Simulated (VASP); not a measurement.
# GaMo (Pmma) in VASP: notebook

The runs below take GaMo through single point, with PBE.

Everything below comes from runs of VASP 6.6.1. Logs are shortened: lines on timing, memory, paths and dates and some standing lists are left out, and cuts for length are marked.

### Step 1. The cell of the first run

It takes space group Pmma (No. 51, orthorhombic). Conventional cell: a = 4.617 Å, b = 2.732 Å, c = 4.855 Å, α = 90.00°, β = 90.00°, γ = 90.00°. Ga (site symmetry mm2) has 4 Ga at 2.73 to 2.80 Å and 8 Mo at 2.76 to 2.82 Å within 3.6 Å. Within 3.6 Å of Mo (site symmetry mm2) lie 4 Mo at 2.73 to 2.78 Å and 8 Ga at 2.76 to 2.82 Å.

### Step 2. Single point, PBE

The input, INCAR:

```
  ALGO = Normal
  EDIFF = 1E-6
  ENCUT = 520
  GGA = PE
  ISIF = 2
  ISMEAR = 0
  LASPH = T
  LCHARG = F
  LREAL = F
  LWAVE = F
  NBANDS = 35
  NELM = 80
  PREC = Accurate
  SIGMA = 0.1
```

The input, KPOINTS:

```
k-points
0
Gamma
  4 6 4
```

The input, POSCAR:

```
GaMo
1.0
    4.6170123190      0.0000000000      0.0000000000
    0.0000000000      2.7323183071      0.0000000000
    0.0000000000      0.0000000000      4.8546531596
Ga Mo
2 2
Direct
    0.7500000000      0.0000000000      0.6638136883
    0.2500000000      0.0000000000      0.3361863117
    0.7500000000      0.5000000000      0.1588960352
    0.2500000000      0.5000000000      0.8411039648
```

Potentials or basis: VASP PAW PBE potentials, release 64 (Ga_d, Mo_sv).

Run with:

```
$ cat potpaw_PBE.64/Ga_d/POTCAR potpaw_PBE.64/Mo_sv/POTCAR > POTCAR
$ mpirun -np 1 vasp_std > vasp.out
```

OUTCAR:

```text
EDIFF = 1E-6
   ENCUT = 520
   GGA = PE
   ISIF = 2
   ISMEAR = 0
   LASPH = T
   LREAL = F
   NELM = 80
   PREC = Accurate

 ion  position               nearest neighbor table
   1  0.750  0.000  0.664-   3 2.76   3 2.76   2 2.80   2 2.80   3 2.81   3 2.81   4 2.82   4 2.82
                             4 2.82   4 2.82
   2  0.250  0.000  0.336-   4 2.76   4 2.76   1 2.80   1 2.80   4 2.81   4 2.81   3 2.82   3 2.82
                             3 2.82   3 2.82
   3  0.750  0.500  0.159-   1 2.76   1 2.76   4 2.78   4 2.78   1 2.81   1 2.81   2 2.82   2 2.82
                             2 2.82   2 2.82
   4  0.250  0.500  0.841-   2 2.76   2 2.76   3 2.78   3 2.78   2 2.81   2 2.81   1 2.82   1 2.82
                             1 2.82   1 2.82

  LATTYP: Found a simple orthorhombic cell.
 ALAT       =     2.7323183071
 B/A-ratio  =     1.6897783494
 C/A-ratio  =     1.7767524183

  Lattice vectors:

 A1 = (   0.0000000000,  -2.7323183071,   0.0000000000)
 A2 = (   4.6170123190,   0.0000000000,   0.0000000000)
 A3 = (   0.0000000000,   0.0000000000,   4.8546531596)

Analysis of symmetry for initial positions (statically):
=====================================================================
 Subroutine PRICEL returns:
 Original cell was already a primitive cell.

 Routine SETGRP: Setting up the symmetry group for a
 simple orthorhombic supercell.

 Subroutine GETGRP returns: Found  8 space group operations
 (whereof  4 operations were pure point group operations)
 out of a pool of  8 trial point group operations.

The static configuration has the point symmetry C_2h.
 The point group associated with its full space group is D_2h.

Analysis of symmetry for dynamics (positions and initial velocities):
=====================================================================
 Subroutine PRICEL returns:
 Original cell was already a primitive cell.

 Routine SETGRP: Setting up the symmetry group for a
 simple orthorhombic supercell.

 Subroutine GETGRP returns: Found  8 space group operations
 (whereof  4 operations were pure point group operations)
 out of a pool of  8 trial point group operations.

The dynamic configuration has the point symmetry C_2h.
 The point group associated with its full space group is D_2h.

 Subroutine INISYM returns: Found  8 space group operations
 (whereof  4 operations are pure point group operations),
 and found     1 'primitive' translations

----------------------------------------------------------------------------------------

                                     Primitive cell

  volume of cell :      61.2422

  direct lattice vectors                    reciprocal lattice vectors
     4.617012319  0.000000000  0.000000000     0.216590282  0.000000000  0.000000000
     0.000000000  2.732318307  0.000000000     0.000000000  0.365989569  0.000000000
     0.000000000  0.000000000  4.854653160     0.000000000  0.000000000  0.205987939

  length of vectors
     4.617012319  2.732318307  4.854653160     0.216590282  0.365989569  0.205987939

  position of ions in fractional coordinates (direct lattice)
     0.750000000  0.000000000  0.663813688
     0.250000000  0.000000000  0.336186312
     0.750000000  0.500000000  0.158896035
     0.250000000  0.500000000  0.841103965

  ion indices of the primitive-cell ions
   primitive index   ion index
                 1           1
                 2           2
                 3           3
                 4           4

----------------------------------------------------------------------------------------

 KPOINTS: k-points

Automatic generation of k-mesh.
 Grid dimensions read from file:
 generate k-points for:    4    6    4

 Generating k-lattice:

  Cartesian coordinates                     Fractional coordinates (reciprocal lattice)
     0.054147570  0.000000000  0.000000000     0.250000000  0.000000000  0.000000000
     0.000000000  0.060998262  0.000000000     0.000000000  0.166666667  0.000000000
     0.000000000  0.000000000  0.051496985     0.000000000  0.000000000  0.250000000

  Length of vectors
     0.054147570  0.060998262  0.051496985

  Shift w.r.t. Gamma in fractional coordinates (k-lattice)
     0.000000000  0.000000000  0.000000000

 Subroutine IBZKPT returns following result:
 ===========================================

 Found     36 irreducible k-points:

 Following reciprocal coordinates:
            Coordinates               Weight
  0.000000  0.000000  0.000000      1.000000
  0.250000  0.000000  0.000000      2.000000
  0.500000  0.000000  0.000000      1.000000
  0.000000  0.166667  0.000000      2.000000
  0.250000  0.166667  0.000000      4.000000
  0.500000  0.166667  0.000000      2.000000
[... 16 lines left out ...]
  0.250000  0.500000  0.250000      4.000000
  0.500000  0.500000  0.250000      2.000000
 [... further k-points ...]
   k-points           NKPTS =     36   k-points in BZ     NKDIM =     36   number of bands    NBANDS=     35
   number of dos      NEDOS =    301   number of ions     NIONS =      4
   total plane-waves  NPLWV =  25920
   dimension x,y,z NGX =    36 NGY =   20 NGZ =   36
   dimension x,y,z NGXF=    72 NGYF=   40 NGZF=   72
   ions per type =               2   2
   NGX,Y,Z   is equivalent  to a cutoff of  12.96, 12.17, 12.33 a.u.
   NGXF,Y,Z  is equivalent  to a cutoff of  25.93, 24.34, 24.66 a.u.
 SYSTEM =  unknown system
   PREC   = accura    normal or accurate (medium, high low for compatibility)
   ISTART =      0    job   : 0-new  1-cont  2-samecut
   ICHARG =      2    charge: 1-file 2-atom 10-const
   ISPIN  =      1    spin polarized calculation?
   LNONCOLLINEAR =      F non collinear calculations
   LSORBIT =      F    spin-orbit coupling
   LASPH  =      T    aspherical Exc in radial PAW
   ENCUT  =  520.0 eV  38.22 Ry    6.18 a.u.   8.58  5.08  9.03*2*pi/ulx,y,z
   NELM   =     80;   NELMIN=  2; NELMDL= -5     # of ELM steps
   EDIFF  = 0.1E-05   stopping-criterion for ELM
   LREAL  =      F    real-space projection
   EDIFFG = 0.1E-04   stopping-criterion for IOM
   NSW    =      0    number of steps for IOM
   IBRION =     -1    ionic relax: 0-MD 1-quasi-New 2-CG
   NFREE  =      0    steps in history (QN), initial steepest desc. (CG)
   ISIF   =      2    stress and relaxation
   ISYM   =      2    0-nonsym 1-usesym 2-fastsym
   POTIM  = 0.5000    time-step for ionic-motion
   TEBEG  =    0.0;   TEEND  =   0.0 temperature during run
   PSTRESS=    0.0 pullay stress
   NELECT =      54.0000    total number of electrons
   NUPDOWN=      -1.0000    fix difference up-down
   EMIN   =  10.00;   EMAX   =-10.00  energy-range for DOS
   EFERMI =   0.00;   METHOD = LEGACY
   ISMEAR =     0;   SIGMA  =   0.10  broadening in eV -4-tet -1-fermi 0-gaus
   EFERMI_NEDOS =   21; number of points for ismear=-14 and -15
   IALGO  =     38    algorithm
   IMIX   =      4    mixing-type and parameters
     AMIX     =   0.40;   BMIX     =  1.00
     AMIX_MAG =   1.60;   BMIX_MAG =  1.00
  volume/ion in A,a.u.               =      15.31       103.32
  Fermi-wavevector in a.u.,A,eV,Ry     =   1.569842  2.966571 33.530245  2.464403
  Thomas-Fermi vector in A             =   2.671664
   LORBIT       =      0    0 simple, 1 ext, 2 COOP (PROOUT), +10 PAW based schemes
   GGA     = PE    functional components
   LHFCALC =     F    Hartree Fock is set to
   AEXX    =    0.0000 exact exchange contribution
   IVDW    =     0    specifies the selected vdW correction
   LEPSILON=     F    determine dielectric tensor
   LRPA    =     F    only Hartree local field effects (RPA)
 non-spin polarized calculation
 Gauss-broadening in eV      SIGMA  =   0.10
  energy-cutoff  :      520.00
  volume of cell :       61.24
 maximum number of plane-waves:      1676
 NGX is ok and might be reduce to    36
   NGX = 17   NGY = 11   NGZ = 19

 number of electron      54.0000018 magnetization

 Free energy of the ion-electron system (eV)
  ---------------------------------------------------
  ext. energy  EPLUGINS =         0.00000000
  ---------------------------------------------------
  free energy    TOTEN  =       -27.48213216 eV

  energy without entropy =      -27.46513077  energy(sigma->0) =      -27.47363146

 E-fermi :  10.3890     XC(G=0): -12.8157

 val. band max:       10.3732341745   @ k =   0.0000   0.3333   0.0000
 cond. band min:      10.4030533392   @ k =   0.0000   0.5000   0.0000
 fundamental gap:      0.0298191647
 Fermi energy:        10.3890456874

 k-point     1 :       0.0000    0.0000    0.0000
  band No.  band energies     occupation
      1     -50.7537      2.00000
      2     -50.6585      2.00000
      3     -25.0744      2.00000
      4     -24.9439      2.00000
      5     -24.7440      2.00000
      6     -24.5227      2.00000
[... 27 lines left out ...]
     34      16.9395      0.00000
     35      17.2730      0.00000

 k-point     2 :       0.2500    0.0000    0.0000
  band No.  band energies     occupation
      1     -50.7398      2.00000
      2     -50.6725      2.00000
      3     -25.0713      2.00000
      4     -24.9748      2.00000
      5     -24.6969      2.00000
      6     -24.5449      2.00000
[... 27 lines left out ...]
     34      16.0038      0.00000
     35      17.6893      0.00000

 k-point     3 :       0.5000    0.0000    0.0000
  band No.  band energies     occupation
      1     -50.7062      2.00000
      2     -50.7062      2.00000
      3     -25.0358      2.00000
      4     -25.0358      2.00000
      5     -24.6095      2.00000
      6     -24.6095      2.00000
[... 27 lines left out ...]
     34      14.8967      0.00000
     35      19.9364      0.00000
[... 723 lines left out ...]
 k-point    23 :       0.2500    0.5000    0.2500
  band No.  band energies     occupation
      1     -50.6258      2.00000
      2     -50.5614      2.00000
      3     -25.3316      2.00000
      4     -25.2489      2.00000
      5     -24.9449      2.00000
      6     -24.8522      2.00000
[... 27 lines left out ...]
     34      15.5347      0.00000
     35      17.0420      0.00000

 k-point    24 :       0.5000    0.5000    0.2500
  band No.  band energies     occupation
      1     -50.5937      2.00000
      2     -50.5937      2.00000
      3     -25.2900      2.00000
      4     -25.2900      2.00000
      5     -24.9141      2.00000
      6     -24.9141      2.00000
[... 27 lines left out ...]
     34      13.6249      0.00000
     35      17.4715      0.00000

 [... further k-points ...]
[... 5 lines left out ...]
  --------------------------------------------------------------------------------------
  -------------------------------------------------------------------------------------
  Total        0.1041530      0.1101609      0.1112257      0.0000000      0.0000000     -0.0000000
  in kB        2.7247824      2.8819582      2.9098148      0.0000000      0.0000000     -0.0000000
  external PRESSURE =       2.8388518 kB  Pullay stress =       0.0000000 kB

 VOLUME and BASIS-vectors are now :
 -----------------------------------------------------------------------------
  energy-cutoff  :      520.00
  volume of cell :       61.24
      direct lattice vectors                 reciprocal lattice vectors
     4.617012319  0.000000000  0.000000000     0.216590282  0.000000000  0.000000000
     0.000000000  2.732318307  0.000000000     0.000000000  0.365989569  0.000000000
     0.000000000  0.000000000  4.854653160     0.000000000  0.000000000  0.205987939

 POSITION                                       TOTAL-FORCE (eV/Angst)
 -----------------------------------------------------------------------------------
      3.46276      0.00000      3.22259        -0.000000      0.000000     -0.007142
      1.15425      0.00000      1.63207        -0.000000      0.000000      0.007142
      3.46276      1.36616      0.77139         0.000000      0.000000      0.003233
      1.15425      1.36616      4.08327         0.000000     -0.000000     -0.003233
 -----------------------------------------------------------------------------------
    total drift:                                0.000000     -0.000000      0.000000

  FREE ENERGIE OF THE ION-ELECTRON SYSTEM (eV)
  ---------------------------------------------------
  free  energy   TOTEN  =       -27.4821321570 eV

  energy  without entropy=      -27.4651307660  energy(sigma->0) =      -27.47363146
```

Run time: 24 s. Hardware: 1 thread of Intel Xeon 6975P-C (Granite Rapids), shared host; peak memory 0.2 GiB.

Results:

* Free energy: -27.4821 eV
* Pressure: 0.3 GPa
* Largest force: 0.007 eV/Å
* Band gap on the k mesh: zero (band 27 reaches 11.32 eV, above the bottom of band 28 at 9.62 eV)

Forces on the atoms (eV/Å):
```
Ga   0.000  0.000 -0.007
Ga   0.000  0.000  0.007
Mo   0.000  0.000  0.003
Mo   0.000  0.000 -0.003
```

Levels at points of the mesh, in eV from the Fermi level:
```csv
k point,band 23,band 24,band 25,band 26,band 27,band 28,band 29,band 30,band 31,band 32
"(0.00, 0.00, 0.00)",-3.21,-3.11,-1.89,-0.74,0.55,0.72,1.09,1.62,1.65,2.26
"(0.50, 0.00, 0.00)",-2.80,-2.80,-2.26,-2.26,0.66,0.66,0.75,0.75,1.91,1.91
"(0.00, 0.50, 0.00)",-4.10,-3.82,-1.67,-1.50,0.01,0.12,1.14,3.09,3.76,3.93
"(0.50, 0.50, 0.00)",-4.24,-4.24,-1.58,-1.58,0.93,0.93,1.11,1.11,3.59,3.59
"(0.00, 0.00, 0.50)",-3.92,-2.89,-2.24,-1.68,0.76,0.83,1.08,1.10,1.55,2.20
"(0.50, 0.00, 0.50)",-2.97,-2.97,-2.40,-2.40,0.46,0.46,1.16,1.16,2.08,2.08
"(0.00, 0.50, 0.50)",-3.68,-2.73,-1.49,-1.17,-0.84,-0.11,0.78,1.18,2.88,3.60
"(0.50, 0.50, 0.50)",-2.60,-2.60,-1.35,-1.35,-0.42,-0.42,0.26,0.26,2.70,2.70
```

Caveat: the k points lie up to 0.38 Å⁻¹ apart.

### Step 3. Single point, PBE

This run uses another cell than the first one, of 16.21 Å³/atom, 1.058 times its volume.

The input, INCAR:

```
SYSTEM = GaMo
  PREC = Accurate
  ENCUT = 520
  EDIFF = 1E-6
  ISMEAR = 0
  SIGMA = 0.1
  LREAL = .FALSE.
  LASPH = .TRUE.
  NELM = 60
  ALGO = Normal
  ISIF = 2
  LWAVE = .FALSE.
  LCHARG = .TRUE.
  GGA = PE
  LELF = .TRUE.
  LVHAR = .TRUE.
  NBANDS = 35
```

The input, KPOINTS:

```
Automatic mesh
0
G
  4 6 4
  0 0 0
```

The input, POSCAR:

```
GaMo
1.0
    4.5779241791      0.0000000000      0.0000000000
    0.0000000000      3.0295086480      0.0000000000
    0.0000000000      0.0000000000      4.6740990569
Ga Mo
2 2
Direct
    0.7500000000      0.0000000000      0.6870000000
    0.2500000000      0.0000000000      0.3130000000
    0.7500000000      0.5000000000      0.1880000000
    0.2500000000      0.5000000000      0.8120000000
```

Potentials or basis: VASP PAW PBE potentials, release 64 (Ga_d, Mo_sv).

Run with:

```
$ cat potpaw_PBE.64/Ga_d/POTCAR potpaw_PBE.64/Mo_sv/POTCAR > POTCAR
$ mpirun -np 1 vasp_std > vasp.out
```

Run time: 28 s. Hardware: 1 thread of Intel Xeon 6975P-C (Granite Rapids), shared host; peak memory 0.2 GiB.

It converged, with:

```yaml
Free_energy: -27.1728 eV
Pressure: -9.4 GPa
Largest_force: 0.949 eV/Å
Band_gap_on_the_k_mesh: zero (band 27 reaches 10.13 eV, above the bottom of band 28 at 8.45 eV)
```

Forces on the atoms (eV/Å):
```
Ga   0.000  0.000  0.278
Ga   0.000  0.000 -0.278
Mo   0.000  0.000 -0.949
Mo   0.000  0.000  0.949
```

Stress tensor (GPa, compression positive):
```
 -9.66   0.00   0.00
  0.00 -10.45   0.00
  0.00   0.00  -8.10
```

Levels at points of the mesh, in eV from the Fermi level:
```
           k point  band 25  band 26  band 27  band 28  band 29  band 30
(0.00, 0.00, 0.00)    -1.59     0.24     0.40     0.84     1.25     1.63
(0.50, 0.00, 0.00)    -1.41    -1.41     0.17     0.17     1.13     1.13
(0.00, 0.50, 0.00)    -1.74    -0.98    -0.49     0.79     1.92     2.86
(0.50, 0.50, 0.00)    -1.11    -1.11     0.82     0.82     1.50     1.50
(0.00, 0.00, 0.50)    -1.82    -0.70     0.24     0.37     0.39     1.45
(0.50, 0.00, 0.50)    -1.32    -1.32    -0.43    -0.43     1.59     1.59
(0.00, 0.50, 0.50)    -1.01    -0.96    -0.11    -0.04     0.78     1.72
(0.50, 0.50, 0.50)    -1.22    -1.22    -0.11    -0.11     0.40     0.40
```
